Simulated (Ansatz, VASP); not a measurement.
## Two plane-wave programs on NaY

```
Na Y
1.0
     3.52436    0.00000    0.00000
     0.00000    3.52436    0.00000
     0.00000    0.00000    3.52436
Na Y
1 1
Direct
  0.00000 0.00000 0.00000
  0.50000 0.50000 0.50000
```

Change from the starting cell: species swapped into the HoAu type (Pm-3m, No. 221).

Alike in both runs: task relaxation of cell and atoms; functional PBE; k mesh 6 × 6 × 6; occupations gaussian, width 0.1 eV; no spin polarisation.

|  | VASP | Ansatz |
| --- | --- | --- |
| version | VASP 6.6.1 | Ansatz 0.2.0 |
| potentials or method | VASP PAW PBE potentials, release 64 (Na_sv, Y_sv), cutoff 970 eV | scalar-relativistic, plane waves, PAW |
| valence electrons in the cell | 20 | 20 |

VASP gave:

```
gap on the k mesh at the Fermi level, each at its own relaxed structure (eV) : none
relaxed volume (Å³/atom)                                                     : 32.22
relaxed length of the cell vector where the two differ most in proportion (Å)              : 4.009
```

Q: Which values does Ansatz return?

A: gap on the k mesh at the Fermi level, each at its own relaxed structure (eV): none; relaxed volume (Å³/atom): 31.82; relaxed length of the cell vector where the two differ most in proportion (Å): 3.992.

A gap of «none» marks a metal or a gap that the smearing closes.

Noted on VASP's run: the volume moved by over 15 % at a fixed basis, so the end points are rough.
